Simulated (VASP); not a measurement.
Set up this calculation in VASP 6.6.1, as the native input.

```yaml
Task: single point
Functional: PBEsol
Potentials_or_basis: VASP PAW PBE potentials, release 64 (Mg, Au)
Cutoff: 520 eV
k_mesh: 9 × 9 × 9
Occupations: fermi-dirac, width 0.1 eV
Spin: no spin polarisation
Dipole_correction: no
Further_INCAR_settings: ALGO = Normal; EDIFF = 1e-06; NBANDS = 14
```

The structure of MgAu lies in POSCAR:

```
MgAu
1.0
    3.3436869661      0.0000000000      0.0000000000
    0.0000000000      3.3436869661      0.0000000000
    0.0000000000      0.0000000000      3.3436869661
Mg Au
1 1
Direct
    0.5000000000      0.5000000000      0.5000000000
    0.0000000000      0.0000000000      0.0000000000
```

One way to write it, as run:

INCAR

```
SYSTEM = MgAu
PREC = Accurate
ENCUT = 520
EDIFF = 1E-6
ISMEAR = -1
SIGMA = 0.1
LREAL = .False.
LASPH = .True.
NELM = 60
ALGO = Normal
ISIF = 2
LWAVE = .False.
LCHARG = .False.
GGA = PS
NBANDS = 14
```

KPOINTS

```
Automatic mesh
0
Gamma
  9 9 9
  0 0 0
```

Potentials or basis: VASP PAW PBE potentials, release 64 (Mg, Au).

The run is started by

```sh
$ cat potpaw_PBE.64/Mg/POTCAR potpaw_PBE.64/Au/POTCAR > POTCAR
$ mpirun -np 1 vasp_std > vasp.out
```

It gave:

```json
{
 "Pressure": "-6.1 GPa"
}
```

Caveat: the PAW data sets were made with another functional, which shifts forces and pressure a little.

Run time: 22 s on 1 thread of Intel Xeon 8259CL, on a shared host, peak memory 0.17 GiB.
